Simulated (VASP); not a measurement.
**Ir: single point with PBEsol**

The system is Ir.

```
Ir
1.0
     2.54481    0.00000    0.00000
    -1.27241    2.20387    0.00000
     0.00000    0.00000    4.12592
Ir
2
Direct
  0.66667 0.33333 0.75000
  0.33333 0.66667 0.25000
```

```
Program             : VASP 6.6.1
Task                : single point
Functional          : PBEsol
Potentials or basis : VASP PAW PBE potentials, release 64 (Ir)
Cutoff              : 520 eV
k mesh              : 21 × 21 × 12
Occupations         : gaussian, width 0.15 eV
Spin                : no spin polarisation
```

| Property | Result |
| --- | --- |
| Pressure | 128.5 GPa |
| Band gap on the k mesh | zero (band 9 reaches 15.75 eV, above the bottom of band 10 at 11.08 eV) |

Stress tensor (GPa, compression positive):
```
127.07   0.00   0.00
  0.00 127.07   0.00
  0.00   0.00 131.21
```

Levels at points of the mesh, in eV from the Fermi level:
```csv
k point,band 7,band 8,band 9,band 10,band 11,band 12
"(0.00, 0.00, 0.00)",-4.40,-3.29,-3.29,-1.37,0.34,0.34
"(0.00, 0.00, 0.50)",-5.48,-5.48,-0.62,-0.62,-0.62,-0.62
```

It used 130 s of CPU time on 1 thread of AMD EPYC 7R13 Processor (Zen 3), with other jobs on the host.

Caveat: the PAW data sets were made with another functional, which shifts forces and pressure a little; spin-orbit coupling is left out, which moves the levels of the heavy elements.
